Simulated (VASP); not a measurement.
# PbO2 (Fm-3m) in VASP: notebook

The runs below take PbO2 through single point, with r2SCAN.

All numbers are computed with VASP 6.6.1; they aren't measurements. Logs are shortened: lines on timing, memory, paths and dates and some standing lists are left out, and cuts for length are marked.

## Step 1: The cell of the first run

It takes space group Fm-3m (No. 225, cubic). The conventional cell has a = 5.150 Å, b = 5.150 Å, c = 5.150 Å, α = 90.00°, β = 90.00°, γ = 90.00°. Within 2.9 Å of Pb (site symmetry m-3m) lie 8 O at 2.23 Å. O (site symmetry -43m) has 4 Pb at 2.23 Å and 6 O at 2.57 Å within 2.9 Å.

## Step 2: Single point, r2SCAN

File POSCAR:

```
PbO2
1.0
    0.0000000000      2.5748297333      2.5748297333
    2.5748297333      0.0000000000      2.5748297333
    2.5748297333      2.5748297333      0.0000000000
Pb O
1 2
Direct
    0.0000000000      0.0000000000      0.0000000000
    0.2500000000      0.2500000000      0.2500000000
    0.7500000000      0.7500000000      0.7500000000
```

File INCAR.step1:

```
PREC = Accurate ; ENCUT = 660
ISMEAR = -1 ; SIGMA = 0.01
LREAL = F ; LASPH = T
NELM = 120 ; NBANDS = 20
GGA = PE ; ALGO = Normal
EDIFF = 1E-5 ; LWAVE = T
LCHARG = F ; GGA_COMPAT = F
```

File INCAR.step2:

```
PREC = Accurate ; ENCUT = 660
EDIFF = 1E-6 ; ISMEAR = -1
SIGMA = 0.01 ; LREAL = F
LASPH = T ; NELM = 120
ALGO = Normal ; ISIF = 2
LWAVE = F ; LCHARG = F
METAGGA = R2SCAN ; LMIXTAU = T
NBANDS = 20 ; ISTART = 1
GGA_COMPAT = F
```

File KPOINTS:

```
regular mesh
0
Gamma
  6 6 6
```

Potentials or basis: VASP PAW PBE potentials, release 64 (Pb_d, O).

The run is started by

```console
$ cat potpaw_PBE.64/Pb_d/POTCAR potpaw_PBE.64/O/POTCAR > POTCAR
$ cp INCAR.step1 INCAR
$ mpirun -np 1 vasp_std > vasp.out
$ cp INCAR.step2 INCAR
$ mpirun -np 1 vasp_std > vasp.out
```

OUTCAR:

```text
PREC = Accurate
   ENCUT = 660
   EDIFF = 1E-6
   ISMEAR = -1
   LREAL = F
   LASPH = T
   NELM = 120
   ISIF = 2
   METAGGA = R2SCAN
   ISTART = 1

 ion  position               nearest neighbor table
   1  0.000  0.000  0.000-   2 2.23   3 2.23   3 2.23   3 2.23   3 2.23   2 2.23   2 2.23   2 2.23

   2  0.250  0.250  0.250-   1 2.23   1 2.23   1 2.23   1 2.23
   3  0.750  0.750  0.750-   1 2.23   1 2.23   1 2.23   1 2.23

  LATTYP: Found a face centered cubic cell.
 ALAT       =     5.1496594666

  Lattice vectors:

 A1 = (   0.0000000000,   2.5748297333,   2.5748297333)
 A2 = (   2.5748297333,   0.0000000000,   2.5748297333)
 A3 = (   2.5748297333,   2.5748297333,   0.0000000000)

Analysis of symmetry for initial positions (statically):
=====================================================================
 Subroutine PRICEL returns:
 Original cell was already a primitive cell.

 Routine SETGRP: Setting up the symmetry group for a
 face centered cubic supercell.

 Subroutine GETGRP returns: Found 48 space group operations
 (whereof 48 operations were pure point group operations)
 out of a pool of 48 trial point group operations.

The static configuration has the point symmetry O_h .

Analysis of symmetry for dynamics (positions and initial velocities):
=====================================================================
 Subroutine PRICEL returns:
 Original cell was already a primitive cell.

 Routine SETGRP: Setting up the symmetry group for a
 face centered cubic supercell.

 Subroutine GETGRP returns: Found 48 space group operations
 (whereof 48 operations were pure point group operations)
 out of a pool of 48 trial point group operations.

The dynamic configuration has the point symmetry O_h .

 Subroutine INISYM returns: Found 48 space group operations
 (whereof 48 operations are pure point group operations),
 and found     1 'primitive' translations

----------------------------------------------------------------------------------------

                                     Primitive cell

  volume of cell :      34.1409

  direct lattice vectors                    reciprocal lattice vectors
     0.000000000  2.574829733  2.574829733    -0.194187598  0.194187598  0.194187598
     2.574829733  0.000000000  2.574829733     0.194187598 -0.194187598  0.194187598
     2.574829733  2.574829733  0.000000000     0.194187598  0.194187598 -0.194187598

  length of vectors
     3.641359130  3.641359130  3.641359130     0.336342785  0.336342785  0.336342785

  position of ions in fractional coordinates (direct lattice)
     0.000000000  0.000000000  0.000000000
     0.250000000  0.250000000  0.250000000
     0.750000000  0.750000000  0.750000000

  ion indices of the primitive-cell ions
   primitive index   ion index
                 1           1
                 2           2
                 3           3

----------------------------------------------------------------------------------------

 KPOINTS: regular mesh

Automatic generation of k-mesh.
 Grid dimensions read from file:
 generate k-points for:    6    6    6

 Generating k-lattice:

  Cartesian coordinates                     Fractional coordinates (reciprocal lattice)
    -0.032364600  0.032364600  0.032364600     0.166666667  0.000000000  0.000000000
     0.032364600 -0.032364600  0.032364600     0.000000000  0.166666667  0.000000000
     0.032364600  0.032364600 -0.032364600     0.000000000  0.000000000  0.166666667

  Length of vectors
     0.056057131  0.056057131  0.056057131

  Shift w.r.t. Gamma in fractional coordinates (k-lattice)
     0.000000000  0.000000000  0.000000000

 Subroutine IBZKPT returns following result:
 ===========================================

 Found     16 irreducible k-points:

 Following reciprocal coordinates:
            Coordinates               Weight
  0.000000  0.000000  0.000000      1.000000
  0.166667  0.000000  0.000000      8.000000
  0.333333  0.000000  0.000000      8.000000
  0.500000  0.000000  0.000000      4.000000
  0.166667  0.166667  0.000000      6.000000
  0.333333  0.166667  0.000000     24.000000
[... 8 lines left out ...]
 -0.333333  0.333333  0.166667     24.000000
 -0.333333  0.500000  0.166667     12.000000
   k-points           NKPTS =     16   k-points in BZ     NKDIM =     16   number of bands    NBANDS=     20
   number of dos      NEDOS =    301   number of ions     NIONS =      3
   total plane-waves  NPLWV =  32768
   dimension x,y,z NGX =    32 NGY =   32 NGZ =   32
   dimension x,y,z NGXF=    64 NGYF=   64 NGZF=   64
   ions per type =               1   2
   NGX,Y,Z   is equivalent  to a cutoff of  14.61, 14.61, 14.61 a.u.
   NGXF,Y,Z  is equivalent  to a cutoff of  29.22, 29.22, 29.22 a.u.
 SYSTEM =  unknown system
   PREC   = accura    normal or accurate (medium, high low for compatibility)
   ISTART =      1    job   : 0-new  1-cont  2-samecut
   ICHARG =      0    charge: 1-file 2-atom 10-const
   ISPIN  =      1    spin polarized calculation?
   LNONCOLLINEAR =      F non collinear calculations
   LSORBIT =      F    spin-orbit coupling
   LASPH  =      T    aspherical Exc in radial PAW
   ENCUT  =  660.0 eV  48.51 Ry    6.96 a.u.   7.63  7.63  7.63*2*pi/ulx,y,z
   NELM   =    120;   NELMIN=  2; NELMDL=  0     # of ELM steps
   EDIFF  = 0.1E-05   stopping-criterion for ELM
   LREAL  =      F    real-space projection
   EDIFFG = 0.1E-04   stopping-criterion for IOM
   NSW    =      0    number of steps for IOM
   IBRION =     -1    ionic relax: 0-MD 1-quasi-New 2-CG
   NFREE  =      0    steps in history (QN), initial steepest desc. (CG)
   ISIF   =      2    stress and relaxation
   ISYM   =      2    0-nonsym 1-usesym 2-fastsym
   POTIM  = 0.5000    time-step for ionic-motion
   TEBEG  =    0.0;   TEEND  =   0.0 temperature during run
   PSTRESS=    0.0 pullay stress
   NELECT =      26.0000    total number of electrons
   NUPDOWN=      -1.0000    fix difference up-down
   EMIN   =  10.00;   EMAX   =-10.00  energy-range for DOS
   EFERMI =   0.00;   METHOD = LEGACY
   ISMEAR =    -1;   SIGMA  =   0.01  broadening in eV -4-tet -1-fermi 0-gaus
   EFERMI_NEDOS =   21; number of points for ismear=-14 and -15
   IALGO  =     38    algorithm
   IMIX   =      4    mixing-type and parameters
     AMIX     =   0.40;   BMIX     =  1.00
     AMIX_MAG =   1.60;   BMIX_MAG =  1.00
  volume/ion in A,a.u.               =      11.38        76.80
  Fermi-wavevector in a.u.,A,eV,Ry     =   1.494999  2.825138 30.409302  2.235021
  Thomas-Fermi vector in A             =   2.607200
   LORBIT       =      0    0 simple, 1 ext, 2 COOP (PROOUT), +10 PAW based schemes
   METAGGA = R2SCAN    functional components
   LHFCALC =     F    Hartree Fock is set to
   AEXX    =    0.0000 exact exchange contribution
   IVDW    =     0    specifies the selected vdW correction
   LEPSILON=     F    determine dielectric tensor
   LRPA    =     F    only Hartree local field effects (RPA)
 non-spin polarized calculation
  energy-cutoff  :      660.00
  volume of cell :       34.14
 maximum number of plane-waves:      1363
 NGX is ok and might be reduce to    32
   NGX = 15   NGY = 15   NGZ = 15

 number of electron      25.9999996 magnetization

 Free energy of the ion-electron system (eV)
  ---------------------------------------------------
  ext. energy  EPLUGINS =         0.00000000
  ---------------------------------------------------
  free energy    TOTEN  =       -70.56289880 eV

  energy without entropy =      -70.56258009  energy(sigma->0) =      -70.56273944

 E-fermi :   7.2950     XC(G=0): -12.7686

 val. band max:        7.2710405129   @ k =  -0.3333   0.5000   0.1667
 cond. band min:       8.5665239336   @ k =   0.1667   0.0000   0.0000
 fundamental gap:      1.2954834207
 Fermi energy:         7.2950194661

 k-point     1 :       0.0000    0.0000    0.0000
  band No.  band energies     occupation
      1     -13.4707      2.00000
      2      -9.7579      2.00000
      3      -9.1525      2.00000
      4      -9.1525      2.00000
      5      -9.1525      2.00000
      6      -8.6897      2.00000
[... 12 lines left out ...]
     19      24.6279      0.00000
     20      24.6279      0.00000

 k-point     2 :       0.1667    0.0000    0.0000
  band No.  band energies     occupation
      1     -13.2007      2.00000
      2     -10.6812      2.00000
      3      -9.1006      2.00000
      4      -9.1006      2.00000
      5      -8.6928      2.00000
      6      -8.6928      2.00000
[... 12 lines left out ...]
     19      24.4803      0.00000
     20      24.4803      0.00000

 k-point     3 :       0.3333    0.0000    0.0000
  band No.  band energies     occupation
      1     -12.6689      2.00000
      2     -11.3179      2.00000
      3      -9.0290      2.00000
      4      -9.0290      2.00000
      5      -8.6608      2.00000
      6      -8.6608      2.00000
[... 12 lines left out ...]
     19      24.2731      0.00000
     20      24.3417      0.00000

 k-point     4 :       0.5000    0.0000    0.0000
  band No.  band energies     occupation
      1     -12.5140      2.00000
      2     -11.3129      2.00000
      3      -9.0142      2.00000
      4      -9.0142      2.00000
      5      -8.6208      2.00000
      6      -8.6208      2.00000
[... 12 lines left out ...]
     19      24.0654      0.00000
     20      24.0654      0.00000

 k-point     5 :       0.1667    0.1667    0.0000
  band No.  band energies     occupation
      1     -13.1014      2.00000
      2     -10.8928      2.00000
      3      -9.0525      2.00000
      4      -9.0525      2.00000
      5      -8.7369      2.00000
      6      -8.6644      2.00000
[... 12 lines left out ...]
     19      24.5360      0.00000
     20      24.6489      0.00000
[... 169 lines left out ...]
      6      -8.5876      2.00000
[... 12 lines left out ...]
     19      24.7758      0.00000
     20      26.5354      0.00000

 k-point    14 :       0.5000    0.3333    0.1667
  band No.  band energies     occupation
      1     -12.1887      2.00000
      2     -11.8515      2.00000
      3      -8.8455      2.00000
      4      -8.8370      2.00000
      5      -8.6874      2.00000
      6      -8.4344      2.00000
[... 12 lines left out ...]
     19      24.7117      0.00000
     20      26.7271      0.00000

 k-point    15 :      -0.3333    0.3333    0.1667
  band No.  band energies     occupation
      1     -12.1253      2.00000
      2     -11.8478      2.00000
      3      -8.8195      2.00000
      4      -8.8050      2.00000
      5      -8.6590      2.00000
      6      -7.9503      2.00000
[... 12 lines left out ...]
     19      24.7395      0.00000
     20      26.7991      0.00000

 k-point    16 :      -0.3333    0.5000    0.1667
  band No.  band energies     occupation
      1     -12.1005      2.00000
      2     -11.8391      2.00000
      3      -8.8639      2.00000
      4      -8.7140      2.00000
      5      -8.6409      2.00000
      6      -8.1976      2.00000
[... 12 lines left out ...]
     19      25.6338      0.00000
     20      25.7309      0.00000

------------------------ aborting loop because EDIFF is reached ----------------------------------------

  FORCE on cell =-STRESS in cart. coord.  units (eV):
  Direction    XX          YY          ZZ          XY          YZ          ZX
  --------------------------------------------------------------------------------------
  -------------------------------------------------------------------------------------
  Total        4.5515863      4.5515863      4.5515863     -0.0000000     -0.0000000      0.0000000
  in kB      213.5983126    213.5983126    213.5983126     -0.0000000     -0.0000000      0.0000000
  external PRESSURE =     213.5983126 kB  Pullay stress =       0.0000000 kB

 VOLUME and BASIS-vectors are now :
 -----------------------------------------------------------------------------
  energy-cutoff  :      660.00
  volume of cell :       34.14
      direct lattice vectors                 reciprocal lattice vectors
     0.000000000  2.574829733  2.574829733    -0.194187598  0.194187598  0.194187598
     2.574829733  0.000000000  2.574829733     0.194187598 -0.194187598  0.194187598
     2.574829733  2.574829733  0.000000000     0.194187598  0.194187598 -0.194187598

 POSITION                                       TOTAL-FORCE (eV/Angst)
 -----------------------------------------------------------------------------------
      0.00000      0.00000      0.00000        -0.000000      0.000000     -0.000000
      1.28741      1.28741      1.28741         0.000000     -0.000000      0.000000
      3.86224      3.86224      3.86224        -0.000000      0.000000     -0.000000
 -----------------------------------------------------------------------------------
    total drift:                                0.000000     -0.000000      0.000000

  FREE ENERGIE OF THE ION-ELECTRON SYSTEM (eV)
  ---------------------------------------------------
  free  energy   TOTEN  =       -70.5628987961 eV

  energy  without entropy=      -70.5625800894  energy(sigma->0) =      -70.56273944
```

Wall time 26 s (1 thread of Intel Xeon 6975P-C (Granite Rapids), shared host); peak memory 0.18 GiB.

What came out:

```
Free energy            : -70.5629 eV
Pressure               : 21.4 GPa
Band gap on the k mesh : zero (bands 13 and 14 overlap by 1.20 eV)
```

Levels at points of the mesh, in eV from the Fermi level:
```csv
k point,band 9,band 10,band 11,band 12,band 13,band 14,band 15,band 16,band 17,band 18
"(0.00, 0.00, 0.00)",-2.29,-2.29,-1.58,-1.58,-1.58,-1.23,8.06,8.06,8.06,12.75
"(0.50, 0.00, 0.00)",-4.03,-3.46,-3.46,-1.69,-1.69,3.92,8.16,11.50,11.50,16.43
"(0.50, 0.50, 0.00)",-5.51,-5.51,-0.44,-0.19,-0.19,2.70,7.94,10.17,13.24,13.24
```

Caveat: the cell stands under pressure; the PAW data sets were made with another functional, which shifts forces and pressure a little; spin-orbit coupling is left out, which moves the levels of the heavy elements.

(Part 1 of 2 ends here.)

The gap in the log of VASP goes by the Fermi energy; the results here count the filled bands.